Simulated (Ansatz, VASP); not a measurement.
## HfB2: VASP beside Ansatz

INCAR

```
SYSTEM = HfB2
PREC     = Accurate       ! precision mode
ENCUT    = 520            ! plane-wave cutoff, eV
EDIFF    = 1E-7           ! SCF threshold, eV
ISMEAR   = -1             ! smearing method
SIGMA    = 0.05           ! smearing width, eV
LREAL    = .FALSE.        ! projectors in reciprocal space
LASPH    = .TRUE.         ! aspherical terms in the spheres
NELM     = 100            ! most SCF steps
ALGO     = Normal         ! electronic algorithm
ISIF     = 2              ! what is computed and relaxed
LWAVE    = .FALSE.        ! write WAVECAR
LCHARG   = .TRUE.         ! write CHGCAR
GGA      = PS             ! functional
LELF     = .TRUE.         ! ELF
LVHAR    = .TRUE.       
NBANDS   = 15             ! bands
```

The input KPOINTS:

```
regular mesh
0
G
  13 13 11
  0 0 0
```

POSCAR

```
HfB2
1.0
    3.1400001005      0.0000000000      0.0000000000
   -1.5700000503      2.7193198549      0.0000000000
    0.0000000000      0.0000000000      3.5496000000
Hf B
1 2
Direct
    0.0000000000      0.0000000000      0.0000000000
    0.3333333333      0.6666666667      0.5000000000
    0.6666666667      0.3333333333      0.5000000000
```

Input for Ansatz:

```yaml
crystal:
  lattice:
    - [3.1400001005, 0.0, 0.0]
    - [-1.5700000503, 2.7193198549, 0.0]
    - [0.0, 0.0, 3.5496]
  atoms:
    - { symbol: Hf, position: [0.0, 0.0, 0.0] }
    - { symbol: B, position: [0.3333333333, 0.6666666667, 0.5] }
    - { symbol: B, position: [0.6666666667, 0.3333333333, 0.5] }
kpoints:
  mp_grid: { grid: [13, 13, 11] }
  band_path:
    path:
      - [0.0, 0.0, 0.0]
      - [0.5, 0.0, 0.0]
      - [0.3333333333, 0.3333333333, 0.0]
      - [0.0, 0.0, 0.0]
      - [0.0, 0.0, 0.5]
      - [0.5, 0.0, 0.5]
      - [0.3333333333, 0.3333333333, 0.5]
      - [0.0, 0.0, 0.5]
      - [0.5, 0.0, 0.5]
    npoints: 5
scf:
  occupations: { method: fermi_dirac, width: 0.05 }
hamiltonian:
  xc: pbesol
  pseudopotentials: { kind: all_electron, lapw: { basis_error: 0.0005 } }
output:
  forces: true
  stress: true
  eigenvalues: true
```

Change from the starting cell: zz strain of +2 %.

Alike in both runs: task single point; functional PBEsol; k mesh 13 × 13 × 11; occupations fermi-dirac, width 0.05 eV; no spin polarisation.

|  | VASP | Ansatz |
| --- | --- | --- |
| version | VASP 6.6.1 | Ansatz 0.2.0 |
| potentials or method | VASP PAW PBE potentials, release 64 (Hf_pv, B), cutoff 520 eV | all-electron LAPW, scalar-relativistic |

```csv
,VASP,Ansatz,Ansatz less VASP
pressure (GPa),-8.8,-8.5,+0.26
"traceless stress, the component that is largest in VASP (GPa)",-4.92,-4.98,-0.061
```

VASP's potentials were made for PBE, not for PBEsol. Ansatz ran all-electron here, and VASP with PAW potentials.

Neither program's run includes spin-orbit coupling.
